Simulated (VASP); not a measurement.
CuO: single point with r2SCAN

Crystal: CuO.

```xyz
4
Lattice="2.2940 -1.6764 0.0000 2.2940 1.6764 0.0000 -0.8327 0.0000 4.9546" Properties=species:S:1:pos:R:3 pbc="T T T"
Cu    0.7307   -0.8382    2.4773
Cu    1.1470    0.8382    0.0000
O     1.6695    0.2736    3.7160
O     2.0859   -0.2736    1.2387
```

```json
{
  "Program": "VASP 6.6.1",
  "Task": "single point",
  "Functional": "r2SCAN",
  "Potentials or basis": "VASP PAW PBE potentials, release 64 (Cu, O)",
  "Cutoff": "520 eV",
  "k mesh": "10 × 10 × 5",
  "Occupations": "fermi-dirac, width 0.05 eV",
  "Spin": "no spin polarisation",
  "Dipole correction": "no",
  "Further INCAR settings": "ALGO = Normal; EDIFF = 1e-06; NBANDS = 25"
}
```

The pressure is 12.9 GPa, the largest force is 0.018 eV/Å and the band gap on the k mesh is zero (bands 17 and 18 overlap by 0.59 eV).

Forces on the atoms (eV/Å):
```
Cu   0.000  0.000  0.000
Cu   0.000  0.000  0.000
O    0.000 -0.018  0.000
O    0.000  0.018  0.000
```

Stress tensor (GPa, compression positive):
```
13.08  0.00 -2.42
 0.00 11.28  0.00
-2.42  0.00 14.32
```

Levels at points of the mesh, in eV from the Fermi level:
```
           k point  band 15  band 16  band 17  band 18  band 19  band 20
(0.00, 0.00, 0.00)    -2.56    -2.02     0.19     1.03     2.29     6.62
(0.50, 0.00, 0.00)    -1.84    -1.70     0.03     0.25     5.28     7.12
(0.50, 0.50, 0.00)    -1.77    -1.50    -0.82     1.17     3.56     7.86
```

It took 5.5 min on 1 thread of Intel(R) Xeon(R) Platinum 8259CL CPU @ 2.50GHz (Skylake/Cascade Lake), with other jobs on the host, peak memory 0.25 GiB.

Caveat: the cell stands under pressure; the PAW data sets were made with another functional, which shifts forces and pressure a little; semilocal functionals often make such compounds metallic where correlation or magnetic order opens a gap, which also shifts bond lengths. With open d or f shells a metallic result of r2SCAN can be an artefact of self-interaction; +U or a hybrid may open a gap.
